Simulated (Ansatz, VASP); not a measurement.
One calculation of Al3GaN4, two programs

```xyz
8
Lattice="4.4070 0.0000 0.0000 0.0000 4.4070 0.0000 0.0000 0.0000 4.4070" Properties=species:S:1:pos:R:3 pbc="T T T"
Al    2.2035    2.2035    0.0000
Al    2.2035    0.0000    2.2035
Al    0.0000    2.2035    2.2035
Ga    0.0577    0.0577    0.0577
N     3.2819    3.2819    1.1251
N     3.2819    1.1251    3.2819
N     1.1251    3.2819    3.2819
N     1.1251    1.1251    1.1251
```

Change from the starting cell: all Ga atoms moved +0.100 Å, as atom 4 along Cartesian [1 1 1].

Alike in both runs: task single point; functional PBEsol; k mesh 6 × 6 × 6; occupations gaussian, width 0.05 eV; no spin polarisation.

|  | VASP | Ansatz |
| --- | --- | --- |
| version | VASP 6.6.1 | Ansatz 0.2.0 |
| potentials or method | VASP PAW PBE potentials, release 64 (Al, Ga_d, N), cutoff 520 eV | scalar-relativistic, plane waves, PAW |
| valence electrons in the cell | 42 | 42 |

```csv
,VASP,Ansatz,Ansatz less VASP
gap on the k mesh at the Fermi level (eV),3.11,3.12,+0.006
least direct gap on the mesh (eV),3.11,3.12,+0.006
pressure (GPa),0.3,0.4,+0.08
"traceless stress, the component that is largest in VASP (GPa)",1.26,1.29,+0.028
rms of the force components (eV/Å),0.513,0.519,+0.0058
```

VASP's potentials were made for PBE, not for PBEsol. Atom by atom the forces differ by 0.007 eV/Å (rms over components).
